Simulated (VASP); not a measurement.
Input of a VASP 6.6.1 run:

Contents of INCAR:

```
ALGO = Normal
EDIFF = 1E-6
EFERMI = MIDGAP
ENCUT = 720
GGA = PS
GGA_COMPAT = False
ISIF = 0
ISMEAR = 0
LASPH = True
LCHARG = False
LREAL = False
LWAVE = False
NELM = 120
NELMDL = -8
PREC = Accurate
SIGMA = 0.03
```

Contents of KPOINTS:

```
k-points
0
Gamma
  1 1 1
```

POSCAR

```
CF
1.0
   10.0000000000      0.0000000000      0.0000000000
    0.0000000000     10.0000000000      0.0000000000
    0.0000000000      0.0000000000     13.0000000000
F C
2 2
Direct
    0.4862750000      0.5164100000      0.6455307700
    0.5163250000      0.4877900000      0.3597000000
    0.4965450000      0.5066300000      0.5478692300
    0.5060550000      0.4975700000      0.4604384600
```

Potentials or basis: VASP PAW PBE potentials, release 64 (F, C).

Command:

```bash
$ cat potpaw_PBE.64/F/POTCAR potpaw_PBE.64/C/POTCAR > POTCAR
$ mpirun -np 1 vasp_gam > vasp.out
```

(1) What does it give for the gap between the frontier levels?

(2) What does it give for the largest force?

## Answers

(1) 6.19 eV.

(2) 7.639 eV/Å.

Caveat: the cell differs from its parent crystal (last atom moved by 0.04 Å along z); the PAW data sets were made with another functional, which shifts forces and pressure a little.
